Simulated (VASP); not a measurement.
# C (Fd-3m) in VASP: settings compared, part 2 of 2

VASP 6.6.1. The steps go on from the part before.

## Step 4: Single point, revPBE

POSCAR reads:

```
C
1.0
    0.0000000000      1.7833700000      1.7833700000
    1.7833700000      0.0000000000      1.7833700000
    1.7833700000      1.7833700000      0.0000000000
C
2
Direct
    0.2500000000      0.2500000000      0.2500000000
    1.0000000000      1.0000000000      1.0000000000
```

INCAR.step1 reads:

```
  PREC = Accurate
  ENCUT = 520
  EDIFF = 1E-6
  ISMEAR = -5
  SIGMA = 0.05
  LREAL = False
  LASPH = True
  NELM = 120
  ALGO = Normal
  ISIF = 2
  LWAVE = False
  LCHARG = True
  GGA = RE
  NBANDS = 11
  GGA_COMPAT = False
  NEDOS = 2001
  LORBIT = 11
```

KPOINTS.step1 reads:

```
Automatic mesh
0
Gamma
  13 13 13
```

INCAR.step2 reads:

```
  PREC = Accurate
  ENCUT = 520
  EDIFF = 1E-6
  ISMEAR = -5
  SIGMA = 0.05
  LREAL = False
  LASPH = True
  NELM = 120
  ALGO = Normal
  ISIF = 2
  LWAVE = False
  LCHARG = False
  GGA = RE
  LORBIT = 10
  NEDOS = 1001
  ICHARG = 11
  GGA_COMPAT = False
```

KPOINTS.step2 reads:

```
Automatic mesh
0
Gamma
  20 20 20
```

Potentials or basis: VASP PAW PBE potentials, release 64 (C).

Launch:

```console
$ cat potpaw_PBE.64/C/POTCAR > POTCAR
$ cp INCAR.step1 INCAR
$ cp KPOINTS.step1 KPOINTS
$ mpirun -np 1 vasp_std > vasp.out
$ cp INCAR.step2 INCAR
$ cp KPOINTS.step2 KPOINTS
$ mpirun -np 1 vasp_std > vasp.out
```

OUTCAR:

```text
PREC = Accurate
   ENCUT = 520
   EDIFF = 1E-6
   ISMEAR = -5
   LREAL = False
   LASPH = True
   NELM = 120
   ISIF = 2
   GGA = RE
   LORBIT = 10
   ICHARG = 11

 ion  position               nearest neighbor table
   1  0.250  0.250  0.250-   2 1.54   2 1.54   2 1.54   2 1.54
   2  0.000  0.000  0.000-   1 1.54   1 1.54   1 1.54   1 1.54

  LATTYP: Found a face centered cubic cell.
 ALAT       =     3.5667400000

  Lattice vectors:

 A1 = (   0.0000000000,   1.7833700000,   1.7833700000)
 A2 = (   1.7833700000,   0.0000000000,   1.7833700000)
 A3 = (   1.7833700000,   1.7833700000,   0.0000000000)

Analysis of symmetry for initial positions (statically):
=====================================================================
 Subroutine PRICEL returns:
 Original cell was already a primitive cell.

 Routine SETGRP: Setting up the symmetry group for a
 face centered cubic supercell.

 Subroutine GETGRP returns: Found 48 space group operations
 (whereof 24 operations were pure point group operations)
 out of a pool of 48 trial point group operations.

The static configuration has the point symmetry T_d .
 The point group associated with its full space group is O_h .

Analysis of symmetry for dynamics (positions and initial velocities):
=====================================================================
 Subroutine PRICEL returns:
 Original cell was already a primitive cell.

 Routine SETGRP: Setting up the symmetry group for a
 face centered cubic supercell.

 Subroutine GETGRP returns: Found 48 space group operations
 (whereof 24 operations were pure point group operations)
 out of a pool of 48 trial point group operations.

The dynamic configuration has the point symmetry T_d .
 The point group associated with its full space group is O_h .

 Subroutine INISYM returns: Found 48 space group operations
 (whereof 24 operations are pure point group operations),
 and found     1 'primitive' translations
[... 124 lines left out ...]
   AEXX    =    0.0000 exact exchange contribution
   IVDW    =     0    specifies the selected vdW correction
   LEPSILON=     F    determine dielectric tensor
   LRPA    =     F    only Hartree local field effects (RPA)
 non-spin polarized calculation
 Fermi weights with tetrahedron method with Bloechl corrections
  energy-cutoff  :      520.00
  volume of cell :       11.34
 maximum number of plane-waves:       322

 number of electron       7.9999999 magnetization

 Free energy of the ion-electron system (eV)
  ---------------------------------------------------
  ext. energy  EPLUGINS =         0.00000000
  ---------------------------------------------------
  free energy    TOTEN  =       -17.37599099 eV

  energy without entropy =      -17.37599099  energy(sigma->0) =      -17.37599099

 E-fermi :   9.8589     XC(G=0): -13.1916

 val. band max:        9.8231030165   @ k =   0.0000   0.0000   0.0000
 cond. band min:      13.9478445542   @ k =   0.3500   0.3500   0.0000
 fundamental gap:      4.1247415378
 Fermi energy:         9.8589225553

 k-point     1 :       0.0000    0.0000    0.0000
  band No.  band energies     occupation
      1     -11.7164      2.00000
      2       9.8231      2.00000
      3       9.8231      2.00000
      4       9.8231      2.00000
      5      15.4150      0.00000
      6      15.4150      0.00000
      7      15.4150      0.00000
      8      23.1095      0.00000
[... 243 lines left out ...]
 k-point    24 :      -0.3500    0.0500    0.0000
  band No.  band energies     occupation
      1      -8.0335      2.00000
      2      -0.5808      2.00000
      3       6.8030      2.00000
      4       7.4681      2.00000
      5      18.1143      0.00000
      6      18.4129      0.00000
      7      18.6802      0.00000
      8      25.1888      0.00000

 [... further k-points ...]

------------------------ aborting loop because EDIFF is reached ----------------------------------------

  FORCE on cell =-STRESS in cart. coord.  units (eV):
  Direction    XX          YY          ZZ          XY          YZ          ZX
  --------------------------------------------------------------------------------------
  -------------------------------------------------------------------------------------
  Total        0.4957074      0.4957074      0.4957074     -0.0000000      0.0000000     -0.0000000
  in kB       70.0134717     70.0134717     70.0134717     -0.0000000      0.0000000     -0.0000000
  external PRESSURE =      70.0134717 kB  Pullay stress =       0.0000000 kB

 VOLUME and BASIS-vectors are now :
 -----------------------------------------------------------------------------
  energy-cutoff  :      520.00
  volume of cell :       11.34
      direct lattice vectors                 reciprocal lattice vectors
     0.000000000  1.783370000  1.783370000    -0.280368067  0.280368067  0.280368067
     1.783370000  0.000000000  1.783370000     0.280368067 -0.280368067  0.280368067
     1.783370000  1.783370000  0.000000000     0.280368067  0.280368067 -0.280368067

 POSITION                                       TOTAL-FORCE (eV/Angst)
 -----------------------------------------------------------------------------------
      0.89168      0.89168      0.89168         0.000000      0.000000      0.000000
      0.00000      0.00000      0.00000        -0.000000     -0.000000     -0.000000
 -----------------------------------------------------------------------------------
    total drift:                                0.000000      0.000000      0.000000

  FREE ENERGIE OF THE ION-ELECTRON SYSTEM (eV)
  ---------------------------------------------------
  free  energy   TOTEN  =       -17.3759909945 eV

  energy  without entropy=      -17.3759909945  energy(sigma->0) =      -17.37599099

 total charge

# of ion       s       p       d       tot
------------------------------------------
    1        0.835   1.745   0.000   2.581
    2        0.835   1.745   0.000   2.581
--------------------------------------------------
tot          1.671   3.491   0.000   5.162
```

OSZICAR.step1:

```text
N       E                     dE             d eps       ncg     rms          rms(c)
DAV:   1     0.189249925793E+01    0.18925E+01   -0.47311E+03  1904   0.719E+02
DAV:   2    -0.175573911444E+02   -0.19450E+02   -0.18889E+02  2454   0.126E+02
DAV:   3    -0.179542966029E+02   -0.39691E+00   -0.39609E+00  2160   0.137E+01
DAV:   4    -0.179549274715E+02   -0.63087E-03   -0.63085E-03  2003   0.698E-01
DAV:   5    -0.179549282243E+02   -0.75283E-06   -0.75286E-06  2137   0.224E-02    0.567E+00
DAV:   6    -0.175181602274E+02    0.43677E+00   -0.22341E-01  1893   0.332E+00    0.342E+00
DAV:   7    -0.173733300139E+02    0.14483E+00   -0.28149E-01  1983   0.380E+00    0.741E-01
DAV:   8    -0.173758942289E+02   -0.25642E-02   -0.88891E-03  1935   0.697E-01    0.543E-02
DAV:   9    -0.173759591876E+02   -0.64959E-04   -0.12320E-04  2211   0.881E-02    0.265E-02
DAV:  10    -0.173759885927E+02   -0.29405E-04   -0.28043E-05  1950   0.470E-02    0.530E-03
DAV:  11    -0.173759890356E+02   -0.44291E-06   -0.64264E-07  2226   0.724E-03
   1 F= -.17375989E+02 E0= -.17375989E+02  d E =0.000000E+00
```

Run time: 18 s. Hardware: 1 thread of Intel Xeon Platinum 8259CL at 2.50GHz (Skylake/Cascade Lake), shared host; peak memory 0.13 GiB.

What came out:

```yaml
Valence_electrons_inside_the_program's_atomic_spheres: C 2.58
```

Caveat: the PAW data sets were made with another functional, which shifts forces and pressure a little.

## Step 5: Vibrations by perturbation theory, b88 exchange, pbe correlation, collinear spin

INCAR reads:

```
ALGO = Normal
EDIFF = 1E-8
ENCUT = 600
GGA = LIBXC
GGA_COMPAT = False
IBRION = 8
ISIF = 2
ISMEAR = 0
ISPIN = 2
LASPH = True
LCHARG = False
LEPSILON = True
LIBXC1 = GGA_X_B88
LIBXC2 = GGA_C_PBE
LORBIT = 11
LREAL = False
LWAVE = False
MAGMOM = 0.5 -0.5
NELM = 200
NSW = 1
PREC = Accurate
SIGMA = 0.01
```

KPOINTS reads:

```
k-points
0
Gamma
  10 10 10
```

POSCAR reads:

```
C
1.0
    0.0000000000      1.7833700000      1.7833700000
    1.7833700000      0.0000000000      1.7833700000
    1.7833700000      1.7833700000      0.0000000000
C
2
Direct
    0.7500000000      0.7500000000      0.7500000000
    0.5000000000      0.5000000000      0.5000000000
```

Potentials or basis: VASP PAW PBE potentials, release 64 (C).

Launch:

```console
$ cat potpaw_PBE.64/C/POTCAR > POTCAR
$ mpirun -np 1 vasp_std > vasp.out
```

OUTCAR:

```text
EDIFF = 1E-8
   ENCUT = 600
   GGA = LIBXC
   IBRION = 8
   ISIF = 2
   ISMEAR = 0
   ISPIN = 2
   LASPH = True
   LEPSILON = True
   LORBIT = 11
   LREAL = False
   NELM = 200
   NSW = 1
   PREC = Accurate

 ion  position               nearest neighbor table
   1  0.750  0.750  0.750-   2 1.54   2 1.54   2 1.54   2 1.54
   2  0.500  0.500  0.500-   1 1.54   1 1.54   1 1.54   1 1.54

  LATTYP: Found a face centered cubic cell.
 ALAT       =     3.5667400000

[... 905 lines left out ...]
           0.000000    -0.000000    -0.000000
          -0.000000     0.000000    -0.000000
          -0.000000    -0.000000     0.000000
 ------------------------------------------------------

 ELASTIC MODULI CONTR FROM IONIC RELAXATION (kBar)
 Direction    XX          YY          ZZ          XY          YZ          ZX
 --------------------------------------------------------------------------------
 XX          -0.0000      0.0000      0.0000     -0.0000      0.0000     -0.0000
 YY           0.0000     -0.0000      0.0000     -0.0000     -0.0000      0.0000
 ZZ           0.0000      0.0000     -0.0000      0.0000      0.0000      0.0000
 XY          -0.0000     -0.0000      0.0000    -30.4564      0.0000      0.0000
 YZ           0.0000     -0.0000      0.0000      0.0000    -30.4564      0.0000
 ZX          -0.0000      0.0000      0.0000      0.0000      0.0000    -30.4564
 --------------------------------------------------------------------------------

 PIEZOELECTRIC TENSOR IONIC CONTR  for field in x, y, z        (C/m^2)
          XX          YY          ZZ          XY          YZ          ZX
  --------------------------------------------------------------------------------
  x     0.00000    -0.00000     0.00000     0.00000    -0.00000     0.00000
  y    -0.00000     0.00000     0.00000     0.00000     0.00000    -0.00000
  z    -0.00000    -0.00000     0.00000    -0.00000     0.00000     0.00000

 total charge

# of ion       s       p       d       tot
------------------------------------------
    1        0.828   1.749   0.000   2.577
    2        0.828   1.749   0.000   2.577
--------------------------------------------------
tot          1.656   3.498   0.000   5.154

 magnetization (x)

# of ion       s       p       d       tot
------------------------------------------
    1       -0.000  -0.000   0.000  -0.000
    2        0.000   0.000   0.000   0.000
--------------------------------------------------
tot          0.000   0.000   0.000   0.000
```

stdout:

```text
POSCAR found type information on POSCAR C
 POSCAR found :  1 types and       2 ions
 scaLAPACK will be used
 -----------------------------------------------------------------------------
|                                                                             |
|                                                                             |
|     You enforced a specific xc type in the INCAR file but a different       |
[... 34 lines left out ...]
  Direction:   3
 dielectric tensor                  component  3 :     0.174     1.013     5.865
 Linear response DOF=           1
 Linear response progress:
 first order change of Fermi-energy   0.99516E-04
 force on displaced ion       1 direction 1 : -37.188  -0.000  -0.000
 Born effective charge ion    1 direction 1 :  -0.002   0.000   0.000
 Born effective charges drift removed
 Linear response finished
```

Wall time 2.9 min (1 thread of Intel Xeon Platinum 8259CL at 2.50GHz (Skylake/Cascade Lake), shared host); peak memory 0.19 GiB.

Results:

```yaml
Net_moment: 0.00 μB per cell
Valence_electrons_inside_the_program's_atomic_spheres: C 2.58
Electronic_dielectric_tensor_diagonal: 5.86
Born_charges_mean_of_the_diagonal: C +0.00 e
Highest_phonon_frequency_at_Γ: 1298 cm⁻¹
```

Phonon frequencies in cm⁻¹ (negative: imaginary):
```tsv
q point	frequencies
(0.000, 0.000, 0.000)	0 0 0 1298 1298 1298
```

Electronic dielectric tensor:
```
5.86 0.00 0.00
0.00 5.86 0.00
0.00 0.00 5.86
```

Born effective charge tensors (e):
atom 1, C
```
0.00 0.00 0.00
0.00 0.00 0.00
0.00 0.00 0.00
```
atom 2, C
```
0.00 0.00 0.00
0.00 0.00 0.00
0.00 0.00 0.00
```

Caveat: the cell stands under pressure or tension, which shifts response properties; the PAW data sets were made with another functional, which shifts forces and pressure a little.
